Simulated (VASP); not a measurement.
Write the native input for VASP 6.6.1 that does the following.

```
Task                   : relaxation of cell and atoms
Functional             : PBE
Potentials or basis    : VASP PAW PBE potentials, release 64 (Si, V_sv)
Cutoff                 : 600 eV
k mesh                 : 18 × 18 × 18
Occupations            : gaussian, width 0.1 eV
Spin                   : no spin polarisation
Dipole correction      : no
Further INCAR settings : ALGO = Normal; EDIFF = 1e-06; IBRION = 2; EDIFFG = -0.01; NSW = 80; ISIF = 3
```

The structure of VSi2 lies in POSCAR:

```
VSi2
1.0
   -1.6055699706      1.6055699706      3.9295257316
    1.6055699706     -1.6055699706      3.9295257316
    1.6055699706      1.6055699706     -3.9295257316
Si V
2 1
Direct
    0.3350991393      0.3350991393      0.0000000000
    0.6649008607      0.6649008607      0.0000000000
    0.0000000000      0.0000000000      0.0000000000
```

These files were run (other wordings do the same):

INCAR

```
SYSTEM = VSi2
PREC = Accurate
ENCUT = 600
EDIFF = 1E-6
ISMEAR = 0
SIGMA = 0.1
LREAL = .False.
LASPH = .True.
NELM = 100
ALGO = Normal
ISIF = 3
LWAVE = .False.
LCHARG = .False.
GGA = PE
IBRION = 2
NSW = 80
EDIFFG = -0.01
```

KPOINTS

```
Automatic mesh
0
Gamma
  18 18 18
  0 0 0
```

Potentials or basis: VASP PAW PBE potentials, release 64 (Si, V_sv).

Run with:

```bash
$ cat potpaw_PBE.64/Si/POTCAR potpaw_PBE.64/V_sv/POTCAR > POTCAR
$ mpirun -np 1 vasp_std > vasp.out
```

It gave:

```yaml
Relaxed_volume: 12.84 Å³/atom
Relaxed_cell: a = 4.492 Å, b = 4.492 Å, c = 4.492 Å, α = 139.07°, β = 139.07°, γ = 59.27°
Space_group_after_relaxing_to_0.05_Å: I4/mmm (No. 139)
Energy_gained_by_relaxing: 17.9 meV/atom
Ionic_steps: 8
Pressure_after_relaxing: 0.0 GPa
Largest_force_after_relaxing: 0.009 eV/Å
```

Wall time 66 min on 1 thread of AMD EPYC 7R13 Processor (Zen 3), on a shared host, peak memory 0.47 GiB.
